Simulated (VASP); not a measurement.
# InSb (Cmcm) in VASP: notebook

InSb is run at these levels: PBE; tasks: single point.

Program: VASP 6.6.1. These are calculated values, not measurements. Logs are shortened: lines on timing, memory, paths and dates and some standing lists are left out, and cuts for length are marked.

### 1 The cell of the first run

It takes space group Cmcm (No. 63, orthorhombic). The conventional cell has a = 5.996 Å, b = 6.454 Å, c = 5.532 Å, α = 90.00°, β = 90.00°, γ = 90.00°. In (site symmetry m2m) has 6 Sb at 3.00 to 3.36 Å and 2 In at 3.29 Å within 4.0 Å. Sb (site symmetry m2m) has 6 In at 3.00 to 3.36 Å and 2 Sb at 3.44 Å within 4.0 Å.

### 2 Single point, PBE (26.76 Å³/atom)

File INCAR:

```
PREC = Accurate
ENCUT = 520
EDIFF = 1E-6
ISMEAR = 0
SIGMA = 0.1
LREAL = False
LASPH = True
NELM = 60
ALGO = Normal
ISIF = 2
LWAVE = False
LCHARG = False
GGA = PE
NBANDS = 26
```

File KPOINTS:

```
Automatic mesh
0
Gamma
  10 10 8
```

File POSCAR:

```
InSb
1.0
    2.9979241362     -3.2268638674      0.0000000000
    2.9979241362      3.2268638674      0.0000000000
    0.0000000000      0.0000000000      5.5320001649
In Sb
2 2
Direct
    0.3616952563      0.6383047437      0.2500000000
    0.6383047437      0.3616952563      0.7500000000
    0.8417613866      0.1582386134      0.2500000000
    0.1582386134      0.8417613866      0.7500000000
```

Potentials or basis: VASP PAW PBE potentials, release 64 (In_d, Sb).

Launch:

```console
> cat potpaw_PBE.64/In_d/POTCAR potpaw_PBE.64/Sb/POTCAR > POTCAR
> mpirun -np 1 vasp_std > vasp.out
```

OUTCAR:

```text
PREC = Accurate
   ENCUT = 520
   EDIFF = 1E-6
   ISMEAR = 0
   LREAL = False
   LASPH = True
   NELM = 60
   ISIF = 2
   GGA = PE

 ion  position               nearest neighbor table
   1  0.362  0.638  0.250-   3 3.00   3 3.00   4 3.06   4 3.06   3 3.10   2 3.29   2 3.29   3 3.36

   2  0.638  0.362  0.750-   4 3.00   4 3.00   3 3.06   3 3.06   4 3.10   1 3.29   1 3.29   4 3.36

   3  0.842  0.158  0.250-   1 3.00   1 3.00   2 3.06   2 3.06   1 3.10   1 3.36   4 3.44   4 3.44

   4  0.158  0.842  0.750-   2 3.00   2 3.00   1 3.06   1 3.06   2 3.10   2 3.36   3 3.44   3 3.44

  LATTYP: Found a base centered orthorhombic cell.
 ALAT       =     5.9958482724
 B/A-ratio  =     1.0763660856
 C/A-ratio  =     0.9226384514

  Lattice vectors:

 A1 = (   2.9979241362,  -3.2268638674,   0.0000000000)
 A2 = (   2.9979241362,   3.2268638674,   0.0000000000)
 A3 = (   0.0000000000,   0.0000000000,   5.5320001649)

Analysis of symmetry for initial positions (statically):
=====================================================================
 Subroutine PRICEL returns:
 Original cell was already a primitive cell.

 Routine SETGRP: Setting up the symmetry group for a
 base centered orthorhombic supercell.

 Subroutine GETGRP returns: Found  8 space group operations
 (whereof  4 operations were pure point group operations)
 out of a pool of  8 trial point group operations.

The static configuration has the point symmetry C_2h.
 The point group associated with its full space group is D_2h.

Analysis of symmetry for dynamics (positions and initial velocities):
=====================================================================
 Subroutine PRICEL returns:
 Original cell was already a primitive cell.

 Routine SETGRP: Setting up the symmetry group for a
 base centered orthorhombic supercell.

 Subroutine GETGRP returns: Found  8 space group operations
 (whereof  4 operations were pure point group operations)
 out of a pool of  8 trial point group operations.

The dynamic configuration has the point symmetry C_2h.
 The point group associated with its full space group is D_2h.

 Subroutine INISYM returns: Found  8 space group operations
 (whereof  4 operations are pure point group operations),
 and found     1 'primitive' translations

----------------------------------------------------------------------------------------

                                     Primitive cell

  volume of cell :     107.0320

  direct lattice vectors                    reciprocal lattice vectors
     2.997924136 -3.226863867  0.000000000     0.166782072 -0.154949208  0.000000000
     2.997924136  3.226863867  0.000000000     0.166782072  0.154949208  0.000000000
     0.000000000  0.000000000  5.532000165     0.000000000  0.000000000  0.180766444

  length of vectors
     4.404565761  4.404565761  5.532000165     0.227652183  0.227652183  0.180766444

  position of ions in fractional coordinates (direct lattice)
     0.361695256  0.638304744  0.250000000
     0.638304744  0.361695256  0.750000000
     0.841761387  0.158238613  0.250000000
     0.158238613  0.841761387  0.750000000

  ion indices of the primitive-cell ions
   primitive index   ion index
                 1           1
                 2           2
                 3           3
                 4           4

----------------------------------------------------------------------------------------

 KPOINTS: Automatic mesh

Automatic generation of k-mesh.
 Grid dimensions read from file:
 generate k-points for:   10   10    8

 Generating k-lattice:

  Cartesian coordinates                     Fractional coordinates (reciprocal lattice)
     0.016678207 -0.015494921  0.000000000     0.100000000 -0.000000000  0.000000000
     0.016678207  0.015494921  0.000000000    -0.000000000  0.100000000  0.000000000
     0.000000000  0.000000000  0.022595806     0.000000000  0.000000000  0.125000000

  Length of vectors
     0.022765218  0.022765218  0.022595806

  Shift w.r.t. Gamma in fractional coordinates (k-lattice)
     0.000000000  0.000000000  0.000000000

 Subroutine IBZKPT returns following result:
 ===========================================

 Found    155 irreducible k-points:

 Following reciprocal coordinates:
            Coordinates               Weight
  0.000000  0.000000  0.000000      1.000000
  0.100000  0.000000  0.000000      4.000000
  0.200000  0.000000  0.000000      4.000000
  0.300000 -0.000000  0.000000      4.000000
  0.400000 -0.000000  0.000000      4.000000
  0.500000  0.000000  0.000000      2.000000
[... 16 lines left out ...]
  0.300000  0.300000  0.000000      2.000000
  0.400000  0.300000  0.000000      4.000000
 [... further k-points ...]
   k-points           NKPTS =    155   k-points in BZ     NKDIM =    155   number of bands    NBANDS=     26
   number of dos      NEDOS =    301   number of ions     NIONS =      4
   total plane-waves  NPLWV =  54432
   dimension x,y,z NGX =    36 NGY =   36 NGZ =   42
   dimension x,y,z NGXF=    72 NGYF=   72 NGZF=   84
   ions per type =               2   2
   NGX,Y,Z   is equivalent  to a cutoff of  13.59, 13.59, 12.62 a.u.
   NGXF,Y,Z  is equivalent  to a cutoff of  27.18, 27.18, 25.24 a.u.
 SYSTEM =  unknown system
   PREC   = accura    normal or accurate (medium, high low for compatibility)
   ISTART =      0    job   : 0-new  1-cont  2-samecut
   ICHARG =      2    charge: 1-file 2-atom 10-const
   ISPIN  =      1    spin polarized calculation?
   LNONCOLLINEAR =      F non collinear calculations
   LSORBIT =      F    spin-orbit coupling
   LASPH  =      T    aspherical Exc in radial PAW
   ENCUT  =  520.0 eV  38.22 Ry    6.18 a.u.   8.19  8.19 10.29*2*pi/ulx,y,z
   NELM   =     60;   NELMIN=  2; NELMDL= -5     # of ELM steps
   EDIFF  = 0.1E-05   stopping-criterion for ELM
   LREAL  =      F    real-space projection
   EDIFFG = 0.1E-04   stopping-criterion for IOM
   NSW    =      0    number of steps for IOM
   IBRION =     -1    ionic relax: 0-MD 1-quasi-New 2-CG
   NFREE  =      0    steps in history (QN), initial steepest desc. (CG)
   ISIF   =      2    stress and relaxation
   ISYM   =      2    0-nonsym 1-usesym 2-fastsym
   POTIM  = 0.5000    time-step for ionic-motion
   TEBEG  =    0.0;   TEEND  =   0.0 temperature during run
   PSTRESS=    0.0 pullay stress
   NELECT =      36.0000    total number of electrons
   NUPDOWN=      -1.0000    fix difference up-down
   EMIN   =  10.00;   EMAX   =-10.00  energy-range for DOS
   EFERMI =   0.00;   METHOD = LEGACY
   ISMEAR =     0;   SIGMA  =   0.10  broadening in eV -4-tet -1-fermi 0-gaus
   EFERMI_NEDOS =   21; number of points for ismear=-14 and -15
   IALGO  =     38    algorithm
   IMIX   =      4    mixing-type and parameters
     AMIX     =   0.40;   BMIX     =  1.00
     AMIX_MAG =   1.60;   BMIX_MAG =  1.00
  volume/ion in A,a.u.               =      26.76       180.57
  Fermi-wavevector in a.u.,A,eV,Ry     =   1.138513  2.151477 17.636021  1.296211
  Thomas-Fermi vector in A             =   2.275217
   LORBIT       =      0    0 simple, 1 ext, 2 COOP (PROOUT), +10 PAW based schemes
   GGA     = PE    functional components
   LHFCALC =     F    Hartree Fock is set to
   AEXX    =    0.0000 exact exchange contribution
   IVDW    =     0    specifies the selected vdW correction
   LEPSILON=     F    determine dielectric tensor
   LRPA    =     F    only Hartree local field effects (RPA)
 non-spin polarized calculation
 Gauss-broadening in eV      SIGMA  =   0.10
  energy-cutoff  :      520.00
  volume of cell :      107.03
 maximum number of plane-waves:      2900
 NGX is ok and might be reduce to    36
   NGX = 17   NGY = 17   NGZ = 21

 number of electron      36.0000001 magnetization

 Free energy of the ion-electron system (eV)
  ---------------------------------------------------
  ext. energy  EPLUGINS =         0.00000000
  ---------------------------------------------------
  free energy    TOTEN  =       -13.30701618 eV

  energy without entropy =      -13.29747724  energy(sigma->0) =      -13.30224671

 E-fermi :   7.7055     XC(G=0): -10.1234

 val. band max:        7.6943039583   @ k =   0.5000   0.3000   0.1250
 cond. band min:       7.7146909811   @ k =   0.2000   0.0000   0.2500
 fundamental gap:      0.0203870227
 Fermi energy:         7.7054900661

 k-point     1 :       0.0000    0.0000    0.0000
  band No.  band energies     occupation
      1      -6.9638      2.00000
      2      -6.9567      2.00000
      3      -6.9222      2.00000
      4      -6.8569      2.00000
      5      -6.8522      2.00000
      6      -6.8358      2.00000
[... 18 lines left out ...]
     25      13.8467      0.00000
     26      14.1254      0.00000

 k-point     2 :       0.1000    0.0000    0.0000
  band No.  band energies     occupation
      1      -6.9637      2.00000
      2      -6.9568      2.00000
      3      -6.9234      2.00000
      4      -6.8553      2.00000
      5      -6.8522      2.00000
      6      -6.8368      2.00000
[... 18 lines left out ...]
     25      13.6520      0.00000
     26      13.7383      0.00000

 k-point     3 :       0.2000    0.0000    0.0000
  band No.  band energies     occupation
      1      -6.9636      2.00000
      2      -6.9570      2.00000
      3      -6.9281      2.00000
      4      -6.8507      2.00000
      5      -6.8498      2.00000
      6      -6.8455      2.00000
[... 18 lines left out ...]
     25      13.6270      0.00000
     26      13.6439      0.00000

 k-point     4 :       0.3000   -0.0000    0.0000
  band No.  band energies     occupation
      1      -6.9640      2.00000
      2      -6.9570      2.00000
      3      -6.9364      2.00000
      4      -6.8561      2.00000
      5      -6.8472      2.00000
      6      -6.8412      2.00000
[... 18 lines left out ...]
     25      13.5932      0.00000
     26      13.7607      0.00000
[... 496 lines left out ...]
      1      -6.9863      2.00000
      2      -6.9554      2.00000
      3      -6.9300      2.00000
      4      -6.8560      2.00000
      5      -6.8450      2.00000
      6      -6.8418      2.00000
[... 18 lines left out ...]
     25      12.6048      0.00000
     26      13.9132      0.00000

 k-point    23 :       0.3000    0.3000    0.0000
  band No.  band energies     occupation
      1      -6.9938      2.00000
      2      -6.9636      2.00000
      3      -6.9603      2.00000
      4      -6.8673      2.00000
      5      -6.8369      2.00000
      6      -6.8244      2.00000
[... 18 lines left out ...]
     25      13.3702      0.00000
     26      15.0533      0.00000

 k-point    24 :       0.4000    0.3000    0.0000
  band No.  band energies     occupation
      1      -7.0140      2.00000
      2      -6.9652      2.00000
      3      -6.9635      2.00000
      4      -6.8741      2.00000
      5      -6.8315      2.00000
      6      -6.8174      2.00000
[... 18 lines left out ...]
     25      14.3363      0.00000
     26      15.7305      0.00000

 [... further k-points ...]
[... 5 lines left out ...]
  --------------------------------------------------------------------------------------
  -------------------------------------------------------------------------------------
  Total        2.0122511      1.9992780      2.1001655      0.0000000      0.0000000      0.0000000
  in kB       30.1216871     29.9274914     31.4376902      0.0000000      0.0000000      0.0000000
  external PRESSURE =      30.4956229 kB  Pullay stress =       0.0000000 kB

 VOLUME and BASIS-vectors are now :
 -----------------------------------------------------------------------------
  energy-cutoff  :      520.00
  volume of cell :      107.03
      direct lattice vectors                 reciprocal lattice vectors
     2.997924136 -3.226863867  0.000000000     0.166782072 -0.154949208  0.000000000
     2.997924136  3.226863867  0.000000000     0.166782072  0.154949208  0.000000000
     0.000000000  0.000000000  5.532000165     0.000000000  0.000000000  0.180766444

 POSITION                                       TOTAL-FORCE (eV/Angst)
 -----------------------------------------------------------------------------------
      2.99792      0.89258      1.38300         0.000000      0.002450     -0.000000
      2.99792     -0.89258      4.14900         0.000000     -0.002450     -0.000000
      2.99792     -2.20563      1.38300         0.000000     -0.009387      0.000000
      2.99792      2.20563      4.14900         0.000000      0.009387     -0.000000
 -----------------------------------------------------------------------------------
    total drift:                                0.000000     -0.000000      0.000000

  FREE ENERGIE OF THE ION-ELECTRON SYSTEM (eV)
  ---------------------------------------------------
  free  energy   TOTEN  =       -13.3070161785 eV

  energy  without entropy=      -13.2974772362  energy(sigma->0) =      -13.30224671
```

It took 4.6 min on 1 thread of Intel Xeon Platinum 8259CL at 2.50GHz (Skylake/Cascade Lake), shared host; peak memory 0.49 GiB.

Results:

```yaml
Free_energy: -13.3070 eV
Pressure: 3.0 GPa
Largest_force: 0.009 eV/Å
Band_gap_on_the_k_mesh: zero (bands 18 and 19 overlap by 2.54 eV)
```

Forces in eV/Å, atoms in the order of the input:
```
In   0.000  0.002  0.000
In   0.000 -0.002  0.000
Sb   0.000 -0.009  0.000
Sb   0.000  0.009  0.000
```

Caveat: the cell stands under pressure; spin-orbit coupling is left out, which moves the levels of the heavy elements.

### 3 Single point, PBE

This run uses another cell than the first one, of 28.47 Å³/atom.

INCAR is that of step 2.

KPOINTS is that of step 2.

File POSCAR:

```
InSb
1.0
    3.0484232239     -3.3166899815      0.0000000000
    3.0484232239      3.3166899815      0.0000000000
    0.0000000000      0.0000000000      5.6308696387
In Sb
2 2
Direct
    0.3599918492      0.6400081508      0.2500000000
    0.6400081508      0.3599918492      0.7500000000
    0.8315761239      0.1684238761      0.2500000000
    0.1684238761      0.8315761239      0.7500000000
```

Potentials or basis: VASP PAW PBE potentials, release 64 (In_d, Sb).

Launch:

```console
> cat potpaw_PBE.64/In_d/POTCAR potpaw_PBE.64/Sb/POTCAR > POTCAR
> mpirun -np 1 vasp_std > vasp.out
```

Wall time 4.7 min (1 thread of Intel Xeon Platinum 8259CL at 2.50GHz (Skylake/Cascade Lake), shared host); peak memory 0.52 GiB.

Results (log left out):

```
Free energy            : -13.3673 eV
Pressure               : 0.0 GPa
Largest force          : 0.005 eV/Å
Band gap on the k mesh : zero (bands 18 and 19 overlap by 2.42 eV)
```

Forces in eV/Å, atoms in the order of the input:
```
In   0.000  0.001  0.000
In   0.000 -0.001  0.000
Sb   0.000 -0.005  0.000
Sb   0.000  0.005  0.000
```

Levels at points of the mesh, in eV from the Fermi level:
| k point | band 16 | band 17 | band 18 | band 19 | band 20 | band 21 |
| --- | --- | --- | --- | --- | --- | --- |
| (0.00, 0.00, 0.00) | -2.23 | -1.13 | 0.17 | 0.54 | 0.62 | 3.55 |
| (0.50, 0.00, 0.00) | -2.28 | -1.18 | -0.07 | 0.75 | 0.90 | 2.88 |
| (0.50, 0.50, 0.00) | -2.17 | -1.98 | -1.66 | -1.55 | -1.49 | 0.96 |
| (0.00, 0.00, 0.50) | -1.77 | -1.64 | -1.64 | 1.19 | 1.19 | 3.47 |
| (0.50, 0.00, 0.50) | -0.51 | -0.12 | -0.12 | 1.63 | 1.63 | 2.49 |
| (0.50, 0.50, 0.50) | -4.13 | -3.36 | -3.36 | 2.64 | 2.64 | 4.66 |

Caveat: spin-orbit coupling is left out, which moves the levels of the heavy elements.

The gap in the log of VASP goes by the Fermi energy; the results here count the filled bands.